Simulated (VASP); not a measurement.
Wanted: the native input for a VASP 6.6.1 run.

```
Task                   : single point
Functional             : r2SCAN
Potentials or basis    : VASP PAW PBE potentials, release 64 (Ta_sv_GW, N)
Cutoff                 : 660 eV
k mesh                 : 10 × 10 × 10
Occupations            : fermi-dirac, width 0.05 eV
Spin                   : no spin polarisation
Dipole correction      : no
Second run             : valence_matched
Further INCAR settings : ALGO = Normal; EDIFF = 1e-06; NBANDS = 16
```

TaN:

```xyz
2
Lattice="0.0000 2.2547 2.2547 2.2547 0.0000 2.2547 2.2547 2.2547 0.0000" Properties=species:S:1:pos:R:3 pbc="T T T"
Ta    2.2547    2.2547    2.2547
N     0.0000    0.0000    0.0000
```

The input as run:

POSCAR

```
TaN
1.0
    0.0000000000      2.2546932853      2.2546932853
    2.2546932853      0.0000000000      2.2546932853
    2.2546932853      2.2546932853      0.0000000000
Ta N
1 1
Direct
    0.5000000000      0.5000000000      0.5000000000
    0.0000000000      0.0000000000      0.0000000000
```

INCAR.step1

```
PREC     = Accurate       # precision mode
ENCUT    = 660            # plane-wave cutoff, eV
ISMEAR   = -1             # smearing method
SIGMA    = 0.05           # smearing width, eV
LREAL    = F              # projectors in reciprocal space
LASPH    = T              # aspherical terms in the spheres
NELM     = 120            # most SCF steps
NBANDS   = 16             # bands
GGA      = PE             # functional
ALGO     = Normal         # electronic algorithm
EDIFF    = 1E-5           # SCF threshold, eV
LWAVE    = T              # write WAVECAR
LCHARG   = F              # write CHGCAR
GGA_COMPAT= F
```

INCAR.step2

```
PREC     = Accurate       # precision mode
ENCUT    = 660            # plane-wave cutoff, eV
EDIFF    = 1E-6           # SCF threshold, eV
ISMEAR   = -1             # smearing method
SIGMA    = 0.05           # smearing width, eV
LREAL    = F              # projectors in reciprocal space
LASPH    = T              # aspherical terms in the spheres
NELM     = 120            # most SCF steps
ALGO     = Normal         # electronic algorithm
ISIF     = 2              # what is computed and relaxed
LWAVE    = F              # write WAVECAR
LCHARG   = T              # write CHGCAR
METAGGA  = R2SCAN         # meta-GGA
LMIXTAU  = T            
LELF     = T              # ELF
LVHAR    = T            
NBANDS   = 16             # bands
ISTART   = 1            
GGA_COMPAT= F
```

KPOINTS

```
Automatic mesh
0
Gamma
  10 10 10
```

Potentials or basis: VASP PAW PBE potentials, release 64 (Ta_sv_GW, N).

Run with:

```console
$ cat potpaw_PBE.64/Ta_sv_GW/POTCAR potpaw_PBE.64/N/POTCAR > POTCAR
$ cp INCAR.step1 INCAR
$ mpirun -np 1 vasp_std > vasp.out
$ cp INCAR.step2 INCAR
$ mpirun -np 1 vasp_std > vasp.out
```

It gave:

```
Pressure               : -22.9 GPa
Band gap on the k mesh : zero (band 9 reaches 14.42 eV, above the bottom of band 10 at 10.77 eV)
```

Caveat: the PAW data sets were made with another functional, which shifts forces and pressure a little; spin-orbit coupling is left out, which moves the levels of the heavy elements.

Wall time 43 s on 1 thread of Intel(R) Xeon(R) 6975P-C (Granite Rapids), with other jobs on the host, peak memory 0.19 GiB.
